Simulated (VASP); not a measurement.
Crystal: WS2.

```
W S
1.0
     3.15131    0.00000    0.00000
     1.53001    2.75670    0.00000
     0.34809    0.46604   14.43326
W S
2 4
Direct
  0.59846 0.06643 0.75286
  0.40154 0.93357 0.24714
  0.93616 0.41959 0.64355
  0.07012 0.61742 0.13784
  0.06384 0.58041 0.35645
  0.92988 0.38258 0.86216
```

* Program: VASP 6.6.1
* Task: relaxation of cell and atoms
* Functional: PBE
* Potentials or basis: VASP PAW PBE potentials, release 64 (W_sv, S)
* Cutoff: 600 eV
* k mesh: 6 × 6 × 2
* Occupations: gaussian, width 0.1 eV
* Spin: no spin polarisation

At the start: pressure 1.3 GPa; volume 20.90 Å³/atom.

Problem. Where does the relaxation end?

Solution. Over 6 steps the energy falls by 3.4 meV/atom and the volume is 21.15 Å³/atom (+1.2 %); space group P-1 (No. 2, to 0.1 Å) before and after.

Step by step:
| step | energy change (eV) | largest force (eV/Å) | pressure (GPa) | volume (Å³) |
| --- | --- | --- | --- | --- |
| 1 | 0.0000 | 0.0124 | 1.26 | 125.38 |
| 2 | -0.0085 | 0.2922 | -1.87 | 128.37 |
| 3 | -0.0159 | 0.1741 | -0.64 | 127.14 |
| 4 | -0.0173 | 0.1425 | 0.62 | 126.59 |
| 5 | -0.0203 | 0.0605 | 0.05 | 126.84 |
| 6 | -0.0207 | 0.0181 | 0.00 | 126.91 |

Final structure:
```cif
data_structure
_symmetry_space_group_name_H-M 'P 1'
_symmetry_Int_Tables_number 1
_cell_length_a 3.1883
_cell_length_b 3.1884
_cell_length_c 14.4276
_cell_angle_alpha 87.670
_cell_angle_beta 88.566
_cell_angle_gamma 59.997
_cell_volume 126.91
loop_
_atom_site_label
_atom_site_type_symbol
_atom_site_fract_x
_atom_site_fract_y
_atom_site_fract_z
_atom_site_occupancy
W1 W 0.59934 0.06736 0.75285 1
W2 W 0.40066 0.93264 0.24715 1
S1 S 0.93566 0.41905 0.64384 1
S2 S 0.07056 0.61793 0.13813 1
S3 S 0.06434 0.58095 0.35616 1
S4 S 0.92944 0.38207 0.86187 1
```
